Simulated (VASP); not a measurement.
Runs of VASP 6.6.1 on ZnS. The structure is that of space group Fm-3m (No. 225), or close to it. The cells are those of the table. 

```tsv
cell	gap on the mesh (eV)	pressure (GPa)
a = 3.609 Å, angles 60.0°, 2 atoms	none	0.1
a = 3.510 Å, angles 60.0°, 2 atoms	none	(b)
a = 3.458 Å, angles 60.0°, 2 atoms	none	15.0
a = 3.656 Å, angles 60.0°, 2 atoms	none	-3.0
a = 3.560 Å, angles 60.0°, 2 atoms	none	(a)
```

Alike in all rows: task single point; level PBE; potentials or basis VASP PAW PBE potentials, release 64 (S, Zn); no spin polarisation; k mesh 12 × 12 × 12; cutoff (eV) 520; smearing gaussian 0.05 eV.

**Question.** Estimate the missing entries.

**Answer.** (a) 4.0; (b) 8.9.

A gap of «none» marks levels without a gap at the run's occupations.
